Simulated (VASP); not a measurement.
# MoW3 (Pm-3n) in VASP: single point with PBE

Aim: the single point of MoW3 with PBE.

Everything below comes from runs of VASP 6.6.1. Logs are shortened: lines on timing, memory, paths and dates and some standing lists are left out, and cuts for length are marked.

## 1. The cell of the first run

It takes space group Pm-3n (No. 223, cubic). The conventional cell has a = 5.077 Å, b = 5.077 Å, c = 5.077 Å, α = 90.00°, β = 90.00°, γ = 90.00°. Within 3.7 Å of Mo (site symmetry m-3) lie 12 W at 2.84 Å. W (site symmetry -4m2) has 10 W at 2.54 to 3.11 Å and 4 Mo at 2.84 Å within 3.4 Å.

## 2. Single point, PBE

File INCAR:

```
SYSTEM = MoW3
PREC = Accurate
ENCUT = 500
EDIFF = 1E-6
ISMEAR = 0
SIGMA = 0.2
LREAL = .FALSE.
LASPH = .TRUE.
NELM = 120
ALGO = Normal
ISIF = 2
LWAVE = .FALSE.
LCHARG = .FALSE.
GGA = PE
NBANDS = 66
GGA_COMPAT = .FALSE.
```

File KPOINTS:

```
regular mesh
0
G
  3 3 3
  0 0 0
```

File POSCAR:

```
MoW3
1.0
    5.0771924735      0.0000000000      0.0000000000
    0.0000000000      5.0771924735      0.0000000000
    0.0000000000      0.0000000000      5.0771924735
Mo W
2 6
Direct
    0.0000000000      0.0000000000      0.0000000000
    0.5000000000      0.5000000000      0.5000000000
    0.0000000000      0.5000000000      0.7500000000
    0.0000000000      0.5000000000      0.2500000000
    0.5000000000      0.2500000000      0.0000000000
    0.5000000000      0.7500000000      0.0000000000
    0.2500000000      0.0000000000      0.5000000000
    0.7500000000      0.0000000000      0.5000000000
```

Potentials or basis: VASP PAW PBE potentials, release 64 (Mo_sv, W_sv).

Command:

```bash
$ cat potpaw_PBE.64/Mo_sv/POTCAR potpaw_PBE.64/W_sv/POTCAR > POTCAR
$ mpirun -np 1 vasp_std > vasp.out
```

OUTCAR:

```text
SYSTEM = MoW3
   PREC = Accurate
   ENCUT = 500
   EDIFF = 1E-6
   ISMEAR = 0
   LREAL = .FALSE.
   LASPH = .TRUE.
   NELM = 120
   ISIF = 2
   GGA = PE

 ion  position               nearest neighbor table
   1  0.000  0.000  0.000-   3 2.84   4 2.84   5 2.84   6 2.84   7 2.84   8 2.84   7 2.84   8 2.84
                             3 2.84   4 2.84   5 2.84   6 2.84
   2  0.500  0.500  0.500-   3 2.84   4 2.84   5 2.84   6 2.84   7 2.84   8 2.84   5 2.84   6 2.84
                             7 2.84   8 2.84   3 2.84   4 2.84
   3  0.000  0.500  0.750-   4 2.54   4 2.54   1 2.84   2 2.84   1 2.84   2 2.84   8 3.11   5 3.11
                             6 3.11   7 3.11   8 3.11   7 3.11   5 3.11   6 3.11
   4  0.000  0.500  0.250-   3 2.54   3 2.54   1 2.84   2 2.84   1 2.84   2 2.84   8 3.11   5 3.11
                             6 3.11   7 3.11   8 3.11   7 3.11   5 3.11   6 3.11
   5  0.500  0.250  0.000-   6 2.54   6 2.54   1 2.84   2 2.84   2 2.84   1 2.84   8 3.11   4 3.11
                             7 3.11   8 3.11   3 3.11   7 3.11   3 3.11   4 3.11
   6  0.500  0.750  0.000-   5 2.54   5 2.54   1 2.84   2 2.84   2 2.84   1 2.84   8 3.11   4 3.11
                             7 3.11   8 3.11   3 3.11   7 3.11   3 3.11   4 3.11
   7  0.250  0.000  0.500-   8 2.54   8 2.54   1 2.84   1 2.84   2 2.84   2 2.84   3 3.11   4 3.11
                             5 3.11   6 3.11   5 3.11   3 3.11   4 3.11   6 3.11
   8  0.750  0.000  0.500-   7 2.54   7 2.54   1 2.84   1 2.84   2 2.84   2 2.84   3 3.11   4 3.11
                             5 3.11   6 3.11   5 3.11   3 3.11   4 3.11   6 3.11

  LATTYP: Found a simple cubic cell.
 ALAT       =     5.0771924735

  Lattice vectors:

 A1 = (   5.0771924735,   0.0000000000,   0.0000000000)
 A2 = (   0.0000000000,   5.0771924735,   0.0000000000)
 A3 = (   0.0000000000,   0.0000000000,   5.0771924735)

Analysis of symmetry for initial positions (statically):
=====================================================================
 Subroutine PRICEL returns:
 Original cell was already a primitive cell.

 Routine SETGRP: Setting up the symmetry group for a
 simple cubic supercell.

 Subroutine GETGRP returns: Found 48 space group operations
 (whereof 24 operations were pure point group operations)
 out of a pool of 48 trial point group operations.

The static configuration has the point symmetry T_h .
 The point group associated with its full space group is O_h .

Analysis of symmetry for dynamics (positions and initial velocities):
=====================================================================
 Subroutine PRICEL returns:
 Original cell was already a primitive cell.

 Routine SETGRP: Setting up the symmetry group for a
 simple cubic supercell.

 Subroutine GETGRP returns: Found 48 space group operations
 (whereof 24 operations were pure point group operations)
 out of a pool of 48 trial point group operations.

The dynamic configuration has the point symmetry T_h .
 The point group associated with its full space group is O_h .

 Subroutine INISYM returns: Found 48 space group operations
 (whereof 24 operations are pure point group operations),
 and found     1 'primitive' translations

----------------------------------------------------------------------------------------

                                     Primitive cell

  volume of cell :     130.8793

  direct lattice vectors                    reciprocal lattice vectors
     5.077192474  0.000000000  0.000000000     0.196959246  0.000000000  0.000000000
     0.000000000  5.077192474  0.000000000     0.000000000  0.196959246  0.000000000
     0.000000000  0.000000000  5.077192474     0.000000000  0.000000000  0.196959246

  length of vectors
     5.077192474  5.077192474  5.077192474     0.196959246  0.196959246  0.196959246

  position of ions in fractional coordinates (direct lattice)
     0.000000000  0.000000000  0.000000000
     0.500000000  0.500000000  0.500000000
     0.000000000  0.500000000  0.750000000
     0.000000000  0.500000000  0.250000000
     0.500000000  0.250000000  0.000000000
     0.500000000  0.750000000  0.000000000
     0.250000000  0.000000000  0.500000000
     0.750000000  0.000000000  0.500000000

  ion indices of the primitive-cell ions
   primitive index   ion index
                 1           1
                 2           2
                 3           3
                 4           4
                 5           5
                 6           6
                 7           7
                 8           8

----------------------------------------------------------------------------------------

 KPOINTS: regular mesh

Automatic generation of k-mesh.
 Grid dimensions read from file:
 generate k-points for:    3    3    3

 Generating k-lattice:

  Cartesian coordinates                     Fractional coordinates (reciprocal lattice)
     0.065653082  0.000000000  0.000000000     0.333333333  0.000000000  0.000000000
     0.000000000  0.065653082  0.000000000     0.000000000  0.333333333  0.000000000
     0.000000000  0.000000000  0.065653082     0.000000000  0.000000000  0.333333333

  Length of vectors
     0.065653082  0.065653082  0.065653082

  Shift w.r.t. Gamma in fractional coordinates (k-lattice)
     0.000000000  0.000000000  0.000000000

 Subroutine IBZKPT returns following result:
 ===========================================

 Found      4 irreducible k-points:

 Following reciprocal coordinates:
            Coordinates               Weight
  0.000000  0.000000  0.000000      1.000000
  0.333333  0.000000  0.000000      6.000000
  0.333333  0.333333  0.000000     12.000000
  0.333333  0.333333  0.333333      8.000000
   k-points           NKPTS =      4   k-points in BZ     NKDIM =      4   number of bands    NBANDS=     66
   number of dos      NEDOS =    301   number of ions     NIONS =      8
   total plane-waves  NPLWV =  64000
   dimension x,y,z NGX =    40 NGY =   40 NGZ =   40
   dimension x,y,z NGXF=    80 NGYF=   80 NGZF=   80
   ions per type =               2   6
   NGX,Y,Z   is equivalent  to a cutoff of  13.10, 13.10, 13.10 a.u.
   NGXF,Y,Z  is equivalent  to a cutoff of  26.19, 26.19, 26.19 a.u.
 SYSTEM =  MoW3
   PREC   = accura    normal or accurate (medium, high low for compatibility)
   ISTART =      0    job   : 0-new  1-cont  2-samecut
   ICHARG =      2    charge: 1-file 2-atom 10-const
   ISPIN  =      1    spin polarized calculation?
   LNONCOLLINEAR =      F non collinear calculations
   LSORBIT =      F    spin-orbit coupling
   LASPH  =      T    aspherical Exc in radial PAW
   ENCUT  =  500.0 eV  36.75 Ry    6.06 a.u.   9.26  9.26  9.26*2*pi/ulx,y,z
   NELM   =    120;   NELMIN=  2; NELMDL= -5     # of ELM steps
   EDIFF  = 0.1E-05   stopping-criterion for ELM
   LREAL  =      F    real-space projection
   EDIFFG = 0.1E-04   stopping-criterion for IOM
   NSW    =      0    number of steps for IOM
   IBRION =     -1    ionic relax: 0-MD 1-quasi-New 2-CG
   NFREE  =      0    steps in history (QN), initial steepest desc. (CG)
   ISIF   =      2    stress and relaxation
   ISYM   =      2    0-nonsym 1-usesym 2-fastsym
   POTIM  = 0.5000    time-step for ionic-motion
   TEBEG  =    0.0;   TEEND  =   0.0 temperature during run
   PSTRESS=    0.0 pullay stress
   NELECT =     112.0000    total number of electrons
   NUPDOWN=      -1.0000    fix difference up-down
   EMIN   =  10.00;   EMAX   =-10.00  energy-range for DOS
   EFERMI =   0.00;   METHOD = LEGACY
   ISMEAR =     0;   SIGMA  =   0.20  broadening in eV -4-tet -1-fermi 0-gaus
   EFERMI_NEDOS =   21; number of points for ismear=-14 and -15
   IALGO  =     38    algorithm
   IMIX   =      4    mixing-type and parameters
     AMIX     =   0.40;   BMIX     =  1.00
     AMIX_MAG =   1.60;   BMIX_MAG =  1.00
  volume/ion in A,a.u.               =      16.36       110.40
  Fermi-wavevector in a.u.,A,eV,Ry     =   1.554261  2.937127 32.867954  2.415726
  Thomas-Fermi vector in A             =   2.658372
   LORBIT       =      0    0 simple, 1 ext, 2 COOP (PROOUT), +10 PAW based schemes
   GGA     = PE    functional components
   LHFCALC =     F    Hartree Fock is set to
   AEXX    =    0.0000 exact exchange contribution
   IVDW    =     0    specifies the selected vdW correction
   LEPSILON=     F    determine dielectric tensor
   LRPA    =     F    only Hartree local field effects (RPA)
 non-spin polarized calculation
 Gauss-broadening in eV      SIGMA  =   0.20
  energy-cutoff  :      500.00
  volume of cell :      130.88
 maximum number of plane-waves:      3346
 NGX is ok and might be reduce to    40
   NGX = 19   NGY = 19   NGZ = 19

 number of electron     111.9999992 magnetization

 Free energy of the ion-electron system (eV)
  ---------------------------------------------------
  ext. energy  EPLUGINS =         0.00000000
  ---------------------------------------------------
  free energy    TOTEN  =       -98.68919934 eV

  energy without entropy =      -98.58768641  energy(sigma->0) =      -98.63844288

 E-fermi :  10.8737     XC(G=0): -13.3673

 val. band max:       10.7903753041   @ k =   0.3333   0.0000   0.0000
 cond. band min:      10.8864147443   @ k =   0.3333   0.3333   0.0000
 fundamental gap:      0.0960394402
 Fermi energy:        10.8737292953

 k-point     1 :       0.0000    0.0000    0.0000
  band No.  band energies     occupation
      1     -63.0230      2.00000
      2     -62.9896      2.00000
      3     -62.9896      2.00000
      4     -62.8550      2.00000
      5     -62.8550      2.00000
      6     -62.8550      2.00000
[... 58 lines left out ...]
     65      12.7014      0.00000
     66      13.9464      0.00000

 k-point     2 :       0.3333    0.0000    0.0000
  band No.  band energies     occupation
      1     -63.0104      2.00000
      2     -62.9958      2.00000
      3     -62.9605      2.00000
      4     -62.8911      2.00000
      5     -62.8551      2.00000
      6     -62.8551      2.00000
[... 58 lines left out ...]
     65      13.4730      0.00000
     66      13.4984      0.00000

 k-point     3 :       0.3333    0.3333    0.0000
  band No.  band energies     occupation
      1     -63.0024      2.00000
      2     -62.9718      2.00000
      3     -62.9566      2.00000
      4     -62.8940      2.00000
      5     -62.8886      2.00000
      6     -62.8551      2.00000
[... 58 lines left out ...]
     65      13.4272      0.00000
     66      13.7609      0.00000

 k-point     4 :       0.3333    0.3333    0.3333
  band No.  band energies     occupation
      1     -62.9729      2.00000
      2     -62.9606      2.00000
      3     -62.9606      2.00000
      4     -62.8929      2.00000
      5     -62.8929      2.00000
      6     -62.8889      2.00000
[... 58 lines left out ...]
     65      13.2077      0.00000
     66      13.5288      0.00000

------------------------ aborting loop because EDIFF is reached ----------------------------------------

  FORCE on cell =-STRESS in cart. coord.  units (eV):
  Direction    XX          YY          ZZ          XY          YZ          ZX
  --------------------------------------------------------------------------------------
  -------------------------------------------------------------------------------------
  Total       -0.0624182     -0.0624182     -0.0624182      0.0000000      0.0000000     -0.0000000
  in kB       -0.7641017     -0.7641017     -0.7641017      0.0000000      0.0000000     -0.0000000
  external PRESSURE =      -0.7641017 kB  Pullay stress =       0.0000000 kB

 VOLUME and BASIS-vectors are now :
 -----------------------------------------------------------------------------
  energy-cutoff  :      500.00
  volume of cell :      130.88
      direct lattice vectors                 reciprocal lattice vectors
     5.077192474  0.000000000  0.000000000     0.196959246  0.000000000  0.000000000
     0.000000000  5.077192474  0.000000000     0.000000000  0.196959246  0.000000000
     0.000000000  0.000000000  5.077192474     0.000000000  0.000000000  0.196959246

 POSITION                                       TOTAL-FORCE (eV/Angst)
 -----------------------------------------------------------------------------------
      0.00000      0.00000      0.00000         0.000000     -0.000000     -0.000000
      2.53860      2.53860      2.53860         0.000000     -0.000000     -0.000000
      0.00000      2.53860      3.80789         0.000000     -0.000000     -0.000000
      0.00000      2.53860      1.26930        -0.000000      0.000000      0.000000
      2.53860      1.26930      0.00000        -0.000000      0.000000     -0.000000
      2.53860      3.80789      0.00000         0.000000     -0.000000      0.000000
      1.26930      0.00000      2.53860        -0.000000      0.000000      0.000000
      3.80789      0.00000      2.53860         0.000000     -0.000000     -0.000000
 -----------------------------------------------------------------------------------
    total drift:                                0.000000     -0.000000      0.000000

  FREE ENERGIE OF THE ION-ELECTRON SYSTEM (eV)
  ---------------------------------------------------
  free  energy   TOTEN  =       -98.6891993411 eV

  energy  without entropy=      -98.5876864097  energy(sigma->0) =      -98.63844288
```

Wall time 78 s (1 thread of Intel Xeon 8259CL, shared host); peak memory 0.21 GiB.

What came out:

- Free energy: -98.6892 eV
- Pressure: -0.1 GPa
- Band gap on the k mesh: zero (bands 56 and 57 overlap by 0.54 eV)

Caveat: the k points lie up to 0.41 Å⁻¹ apart, too coarse for converged energies and pressures of a metal; spin-orbit coupling is left out, which moves the levels of the heavy elements.

The gap in the log of VASP goes by the Fermi energy; the results here count the filled bands.